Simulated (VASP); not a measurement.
# PtSe2 (Sudovikovite) (P-3m1) in VASP: further runs

Aim: see how the results for PtSe2 (Sudovikovite) move with the level of theory and the settings. Levels: PBE, r2SCAN. Tasks: single point.

All numbers are computed with VASP 6.6.1; they aren't measurements. Logs are shortened: lines on timing, memory, paths and dates and some standing lists are left out, and cuts for length are marked.

### Step 1. The cell of the first run

It takes space group P-3m1 (No. 164, trigonal). Conventional cell: a = 3.729 Å, b = 3.729 Å, c = 5.277 Å, α = 90.00°, β = 90.00°, γ = 120.00°. Within 3.3 Å of Pt (site symmetry -3m) lie 6 Se at 2.51 Å. Within 3.3 Å of Se (site symmetry 3m) lie 3 Pt at 2.51 Å.

### Step 2. Single point, PBE

INCAR

```
SYSTEM = PtSe2
  ALGO = Normal
  EDIFF = 1E-6
  ENCUT = 520
  GGA = PE
  ISIF = 2
  ISMEAR = -1
  LASPH = .True.
  LCHARG = .False.
  LREAL = .False.
  LWAVE = .False.
  NBANDS = 18
  NELM = 80
  PREC = Accurate
  SIGMA = 0.02
```

KPOINTS

```
k-points
0
Gamma
  12 12 6
  0 0 0
```

POSCAR

```
PtSe2
1.0
    3.7286599628      0.0000000000      0.0000000000
   -1.8643299814      3.2291142499      0.0000000000
    0.0000000000      0.0000000000      5.2770334243
Pt Se
1 2
Direct
    0.0000000000      0.0000000000      0.0000000000
    0.3333333333      0.6666666667      0.2462223062
    0.6666666667      0.3333333333      0.7537776938
```

Potentials or basis: VASP PAW PBE potentials, release 64 (Pt, Se).

Launch:

```bash
$ cat potpaw_PBE.64/Pt/POTCAR potpaw_PBE.64/Se/POTCAR > POTCAR
$ mpirun -np 1 vasp_std > vasp.out
```

OUTCAR:

```text
SYSTEM = PtSe2
   EDIFF = 1E-6
   ENCUT = 520
   GGA = PE
   ISIF = 2
   ISMEAR = -1
   LASPH = .True.
   LREAL = .False.
   NELM = 80
   PREC = Accurate

 ion  position               nearest neighbor table
   1  0.000  0.000  0.000-   3 2.51   2 2.51   3 2.51   2 2.51   3 2.51   2 2.51
   2  0.333  0.667  0.246-   1 2.51   1 2.51   1 2.51
   3  0.667  0.333  0.754-   1 2.51   1 2.51   1 2.51

  LATTYP: Found a hexagonal cell.
 ALAT       =     3.7286599628
 C/A-ratio  =     1.4152627155

  Lattice vectors:

 A1 = (   3.7286599628,   0.0000000000,   0.0000000000)
 A2 = (  -1.8643299814,   3.2291142499,   0.0000000000)
 A3 = (   0.0000000000,   0.0000000000,   5.2770334243)

Analysis of symmetry for initial positions (statically):
=====================================================================
 Subroutine PRICEL returns:
 Original cell was already a primitive cell.

 Routine SETGRP: Setting up the symmetry group for a
 hexagonal supercell.

 Subroutine GETGRP returns: Found 12 space group operations
 (whereof 12 operations were pure point group operations)
 out of a pool of 24 trial point group operations.

The static configuration has the point symmetry D_3d.

Analysis of symmetry for dynamics (positions and initial velocities):
=====================================================================
 Subroutine PRICEL returns:
 Original cell was already a primitive cell.

 Routine SETGRP: Setting up the symmetry group for a
 hexagonal supercell.

 Subroutine GETGRP returns: Found 12 space group operations
 (whereof 12 operations were pure point group operations)
 out of a pool of 24 trial point group operations.

The dynamic configuration has the point symmetry D_3d.

 Subroutine INISYM returns: Found 12 space group operations
 (whereof 12 operations are pure point group operations),
 and found     1 'primitive' translations

----------------------------------------------------------------------------------------

                                     Primitive cell

  volume of cell :      63.5369

  direct lattice vectors                    reciprocal lattice vectors
     3.728659963  0.000000000  0.000000000     0.268192866  0.154841223  0.000000000
    -1.864329981  3.229114250  0.000000000     0.000000000  0.309682446  0.000000000
     0.000000000  0.000000000  5.277033424     0.000000000  0.000000000  0.189500410

  length of vectors
     3.728659963  3.728659963  5.277033424     0.309682446  0.309682446  0.189500410

  position of ions in fractional coordinates (direct lattice)
     0.000000000  0.000000000  0.000000000
     0.333333333  0.666666667  0.246222306
     0.666666667  0.333333333  0.753777694

  ion indices of the primitive-cell ions
   primitive index   ion index
                 1           1
                 2           2
                 3           3

----------------------------------------------------------------------------------------

 KPOINTS: k-points

Automatic generation of k-mesh.
 Grid dimensions read from file:
 generate k-points for:   12   12    6

 Generating k-lattice:

  Cartesian coordinates                     Fractional coordinates (reciprocal lattice)
     0.022349405  0.012903435  0.000000000     0.083333333  0.000000000  0.000000000
     0.000000000  0.025806871  0.000000000     0.000000000  0.083333333  0.000000000
     0.000000000  0.000000000  0.031583402     0.000000000  0.000000000  0.166666667

  Length of vectors
     0.025806871  0.025806871  0.031583402

  Shift w.r.t. Gamma in fractional coordinates (k-lattice)
     0.000000000  0.000000000  0.000000000

 Subroutine IBZKPT returns following result:
 ===========================================

 Found    100 irreducible k-points:

 Following reciprocal coordinates:
            Coordinates               Weight
  0.000000  0.000000  0.000000      1.000000
  0.083333 -0.000000  0.000000      6.000000
  0.166667  0.000000  0.000000      6.000000
  0.250000  0.000000  0.000000      6.000000
  0.333333  0.000000  0.000000      6.000000
  0.416667 -0.000000  0.000000      6.000000
[... 16 lines left out ...]
  0.166667  0.000000  0.166667      6.000000
  0.000000  0.166667  0.166667      6.000000
 [... further k-points ...]
   k-points           NKPTS =    100   k-points in BZ     NKDIM =    100   number of bands    NBANDS=     18
   number of dos      NEDOS =    301   number of ions     NIONS =      3
   total plane-waves  NPLWV =  31360
   dimension x,y,z NGX =    28 NGY =   28 NGZ =   40
   dimension x,y,z NGXF=    56 NGYF=   56 NGZF=   80
   ions per type =               1   2
   NGX,Y,Z   is equivalent  to a cutoff of  12.48, 12.48, 12.60 a.u.
   NGXF,Y,Z  is equivalent  to a cutoff of  24.97, 24.97, 25.20 a.u.
 SYSTEM =  PtSe2
   PREC   = accura    normal or accurate (medium, high low for compatibility)
   ISTART =      0    job   : 0-new  1-cont  2-samecut
   ICHARG =      2    charge: 1-file 2-atom 10-const
   ISPIN  =      1    spin polarized calculation?
   LNONCOLLINEAR =      F non collinear calculations
   LSORBIT =      F    spin-orbit coupling
   LASPH  =      T    aspherical Exc in radial PAW
   ENCUT  =  520.0 eV  38.22 Ry    6.18 a.u.   6.93  6.93  9.81*2*pi/ulx,y,z
   NELM   =     80;   NELMIN=  2; NELMDL= -5     # of ELM steps
   EDIFF  = 0.1E-05   stopping-criterion for ELM
   LREAL  =      F    real-space projection
   EDIFFG = 0.1E-04   stopping-criterion for IOM
   NSW    =      0    number of steps for IOM
   IBRION =     -1    ionic relax: 0-MD 1-quasi-New 2-CG
   NFREE  =      0    steps in history (QN), initial steepest desc. (CG)
   ISIF   =      2    stress and relaxation
   ISYM   =      2    0-nonsym 1-usesym 2-fastsym
   POTIM  = 0.5000    time-step for ionic-motion
   TEBEG  =    0.0;   TEEND  =   0.0 temperature during run
   PSTRESS=    0.0 pullay stress
   NELECT =      22.0000    total number of electrons
   NUPDOWN=      -1.0000    fix difference up-down
   EMIN   =  10.00;   EMAX   =-10.00  energy-range for DOS
   EFERMI =   0.00;   METHOD = LEGACY
   ISMEAR =    -1;   SIGMA  =   0.02  broadening in eV -4-tet -1-fermi 0-gaus
   EFERMI_NEDOS =   21; number of points for ismear=-14 and -15
   IALGO  =     38    algorithm
   IMIX   =      4    mixing-type and parameters
     AMIX     =   0.40;   BMIX     =  1.00
     AMIX_MAG =   1.60;   BMIX_MAG =  1.00
  volume/ion in A,a.u.               =      21.18       142.92
  Fermi-wavevector in a.u.,A,eV,Ry     =   1.149583  2.172397 17.980662  1.321541
  Thomas-Fermi vector in A             =   2.286252
   LORBIT       =      0    0 simple, 1 ext, 2 COOP (PROOUT), +10 PAW based schemes
   GGA     = PE    functional components
   LHFCALC =     F    Hartree Fock is set to
   AEXX    =    0.0000 exact exchange contribution
   IVDW    =     0    specifies the selected vdW correction
   LEPSILON=     F    determine dielectric tensor
   LRPA    =     F    only Hartree local field effects (RPA)
 non-spin polarized calculation
  energy-cutoff  :      520.00
  volume of cell :       63.54
 maximum number of plane-waves:      1728
   NGX = 13   NGY = 13   NGZ = 19

 number of electron      21.9999999 magnetization

 Free energy of the ion-electron system (eV)
  ---------------------------------------------------
  ext. energy  EPLUGINS =         0.00000000
  ---------------------------------------------------
  free energy    TOTEN  =       -14.24638271 eV

  energy without entropy =      -14.24555626  energy(sigma->0) =      -14.24596949

 E-fermi :   6.0270     XC(G=0): -10.3852

 val. band max:        5.9668933085   @ k =   0.0000   0.1667   0.1667
 cond. band min:       6.0312220990   @ k =   0.3333   0.3333   0.0000
 fundamental gap:      0.0643287906
 Fermi energy:         6.0270087507

 k-point     1 :       0.0000    0.0000    0.0000
  band No.  band energies     occupation
      1      -9.4167      2.00000
      2      -6.9437      2.00000
      3      -0.9589      2.00000
      4      -0.2380      2.00000
      5      -0.2380      2.00000
      6       2.0857      2.00000
[... 10 lines left out ...]
     17      13.3649      0.00000
     18      17.6559      0.00000

 k-point     2 :       0.0833   -0.0000    0.0000
  band No.  band energies     occupation
      1      -9.3409      2.00000
      2      -6.9680      2.00000
      3      -0.8680      2.00000
      4      -0.1988      2.00000
      5      -0.1903      2.00000
      6       1.9841      2.00000
[... 10 lines left out ...]
     17      13.6246      0.00000
     18      16.5188      0.00000

 k-point     3 :       0.1667    0.0000    0.0000
  band No.  band energies     occupation
      1      -9.1216      2.00000
      2      -7.0364      2.00000
      3      -0.6113      2.00000
      4      -0.0731      2.00000
      5      -0.0603      2.00000
      6       1.5977      2.00000
[... 10 lines left out ...]
     17      14.2320      0.00000
     18      15.0555      0.00000

 k-point     4 :       0.2500    0.0000    0.0000
  band No.  band energies     occupation
      1      -8.7850      2.00000
      2      -7.1384      2.00000
      3      -0.2905      2.00000
      4       0.1089      2.00000
      5       0.1818      2.00000
      6       0.8943      2.00000
[... 375 lines left out ...]
      4      -0.1943      2.00000
      5      -0.1235      2.00000
      6       1.9610      2.00000
[... 10 lines left out ...]
     17      13.8003      0.00000
     18      15.5638      0.00000

 k-point    23 :       0.1667    0.0000    0.1667
  band No.  band energies     occupation
      1      -9.0369      2.00000
      2      -7.2012      2.00000
      3      -0.4862      2.00000
      4      -0.0295      2.00000
      5       0.0224      2.00000
      6       1.6421      2.00000
[... 10 lines left out ...]
     17      13.7576      0.00000
     18      14.6143      0.00000

 k-point    24 :       0.0000    0.1667    0.1667
  band No.  band energies     occupation
      1      -9.0450      2.00000
      2      -7.1795      2.00000
      3      -0.6175      2.00000
      4      -0.0811      2.00000
      5       0.1507      2.00000
      6       1.5092      2.00000
[... 10 lines left out ...]
     17      14.3913      0.00000
     18      14.6932      0.00000

 [... further k-points ...]

------------------------ aborting loop because EDIFF is reached ----------------------------------------

  FORCE on cell =-STRESS in cart. coord.  units (eV):
  Direction    XX          YY          ZZ          XY          YZ          ZX
  --------------------------------------------------------------------------------------
  -------------------------------------------------------------------------------------
  Total        1.7173860      1.7173860      1.0287538      0.0000000      0.0000000      0.0000000
  in kB       43.3064386     43.3064386     25.9415538      0.0000000      0.0000000      0.0000000
  external PRESSURE =      37.5181436 kB  Pullay stress =       0.0000000 kB

 VOLUME and BASIS-vectors are now :
 -----------------------------------------------------------------------------
  energy-cutoff  :      520.00
  volume of cell :       63.54
      direct lattice vectors                 reciprocal lattice vectors
     3.728659963  0.000000000  0.000000000     0.268192866  0.154841223  0.000000000
    -1.864329981  3.229114250  0.000000000     0.000000000  0.309682446  0.000000000
     0.000000000  0.000000000  5.277033424     0.000000000  0.000000000  0.189500410

 POSITION                                       TOTAL-FORCE (eV/Angst)
 -----------------------------------------------------------------------------------
      0.00000      0.00000      0.00000        -0.000000      0.000000      0.000000
     -0.00000      2.15274      1.29932        -0.000000      0.000000      0.172662
      1.86433      1.07637      3.97771         0.000000     -0.000000     -0.172662
 -----------------------------------------------------------------------------------
    total drift:                               -0.000000      0.000000     -0.000000

  FREE ENERGIE OF THE ION-ELECTRON SYSTEM (eV)
  ---------------------------------------------------
  free  energy   TOTEN  =       -14.2463827103 eV

  energy  without entropy=      -14.2455562622  energy(sigma->0) =      -14.24596949
```

It took 52 s on 1 thread of AMD EPYC 9R14 (Zen 4), shared host; peak memory 0.23 GiB.

What came out:

```yaml
Free_energy: -14.2464 eV
Pressure: 3.8 GPa
Largest_force: 0.173 eV/Å
Band_gap_on_the_k_mesh: zero (band 11 reaches 6.19 eV, above the bottom of band 12 at 6.03 eV)
```

Forces in eV/Å, atoms in the order of the input:
```
Pt   0.000  0.000  0.000
Se   0.000  0.000  0.173
Se   0.000  0.000 -0.173
```

Stress tensor (GPa, compression positive):
```
4.33 0.00 0.00
0.00 4.33 0.00
0.00 0.00 2.59
```

Caveat: spin-orbit coupling is left out, which moves the levels of the heavy elements.

### Step 3. Single point, r2SCAN

POSCAR is that of step 2.

INCAR.step1

```
PREC = Accurate
ENCUT = 520
ISMEAR = -1
SIGMA = 0.02
LREAL = F
LASPH = T
NELM = 80
NBANDS = 18
GGA = PE
ALGO = Normal
EDIFF = 1E-4
LWAVE = T
LCHARG = F
```

INCAR.step2

```
PREC = Accurate
ENCUT = 520
EDIFF = 1E-6
ISMEAR = -1
SIGMA = 0.02
LREAL = F
LASPH = T
NELM = 80
ALGO = Normal
ISIF = 2
LWAVE = F
LCHARG = T
METAGGA = R2SCAN
LMIXTAU = T
LELF = T
LVHAR = T
NBANDS = 18
ISTART = 1
```

KPOINTS

```
regular mesh
0
Gamma
  12 12 6
```

Potentials or basis: VASP PAW PBE potentials, release 64 (Pt, Se).

Launch:

```bash
$ cat potpaw_PBE.64/Pt/POTCAR potpaw_PBE.64/Se/POTCAR > POTCAR
$ cp INCAR.step1 INCAR
$ mpirun -np 1 vasp_std > vasp.out
$ cp INCAR.step2 INCAR
$ mpirun -np 1 vasp_std > vasp.out
```

Wall time 4.6 min (1 thread of AMD EPYC 9R14 (Zen 4), shared host); peak memory 0.23 GiB.

The run converged. Its results:

* Free energy: -81.4720 eV
* Pressure: 1.4 GPa
* Largest force: 0.019 eV/Å
* Band gap on the k mesh: zero (band 11 reaches 5.95 eV, above the bottom of band 12 at 5.89 eV)

Forces in eV/Å, atoms in the order of the input:
```
Pt   0.000  0.000  0.000
Se   0.000  0.000 -0.019
Se   0.000  0.000  0.019
```

Levels at points of the mesh, in eV from the Fermi level:
```
           k point  band 9  band 10  band 11  band 12  band 13  band 14
(0.00, 0.00, 0.00)   -1.19    -1.19     0.09     1.53     1.53     4.22
(0.50, 0.00, 0.00)   -3.60    -3.51    -3.14     0.74     2.18     4.84
(0.00, 0.00, 0.50)   -1.92    -1.53    -1.53     2.19     2.19     5.14
(0.50, 0.00, 0.50)   -3.40    -2.95    -1.67     1.08     1.55     4.48
```

Caveat: the PAW data sets were made with another functional, which shifts forces and pressure a little; spin-orbit coupling is left out, which moves the levels of the heavy elements.
